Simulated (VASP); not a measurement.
Wanted: the native input for a VASP 6.6.1 run.

* Task: single point
* Functional: PBE
* Potentials or basis: VASP PAW PBE potentials, release 64 (Gd, N)
* Cutoff: 520 eV
* k mesh: 10 × 10 × 10
* Occupations: gaussian, width 0.05 eV
* Spin: collinear spin, ferrimagnetic start
* Starting moments: [7.62, -0.16] μB
* Hubbard terms: Gd f U = 6.0 eV
* Dipole correction: no
* Further INCAR settings: ALGO = Normal; EDIFF = 1e-07; NBANDS = 22

The structure of GdN lies in POSCAR:

```
GdN
1.0
    0.0000000000      2.4672122174      2.4672122174
    2.4672122174      0.0000000000      2.4672122174
    2.4672122174      2.4672122174      0.0000000000
Gd N
1 1
Direct
    0.0000000000      0.0000000000      0.0000000000
    0.5000000000      0.5000000000      0.5000000000
```

This cell differs from its parent crystal: volume scaled by 0.960.

These files were run (other wordings do the same):

INCAR

```
SYSTEM = GdN
PREC = Accurate
ENCUT = 520
EDIFF = 1E-7
ISMEAR = 0
SIGMA = 0.05
LREAL = .FALSE.
LASPH = .TRUE.
NELM = 150
ALGO = Normal
ISIF = 2
LWAVE = .FALSE.
LCHARG = .FALSE.
ISPIN = 2
MAGMOM = 7.62 -0.16
LORBIT = 11
LMAXMIX = 6
LDAU = .TRUE.
LDAUTYPE = 2
LDAUL = 3 -1
LDAUU = 6 0
LDAUJ = 0 0
LDAUPRINT = 1
GGA = PE
NBANDS = 22
```

KPOINTS

```
regular mesh
0
G
  10 10 10
  0 0 0
```

Potentials or basis: VASP PAW PBE potentials, release 64 (Gd, N).

The run is started by

```console
$ cat potpaw_PBE.64/Gd/POTCAR potpaw_PBE.64/N/POTCAR > POTCAR
$ mpirun -np 1 vasp_std > vasp.out
```

Results of the run:

```
Pressure                                              : 7.0 GPa
Band gap on the k mesh                                : zero (filled and empty bands overlap)
Net moment                                            : 7.00 μB per cell
Site moments                                          : Gd +6.87; N -0.12 μB
Valence electrons inside the program's atomic spheres : Gd 15.25; N 3.66
```

Caveat: spin-orbit coupling is left out, which moves the levels of the heavy elements; a cell with one magnetic atom can't hold antiferromagnetic order, which such compounds often take.

It took 54 s on 1 thread of Intel(R) Xeon(R) 6975P-C (Granite Rapids), with other jobs on the host, peak memory 0.21 GiB.
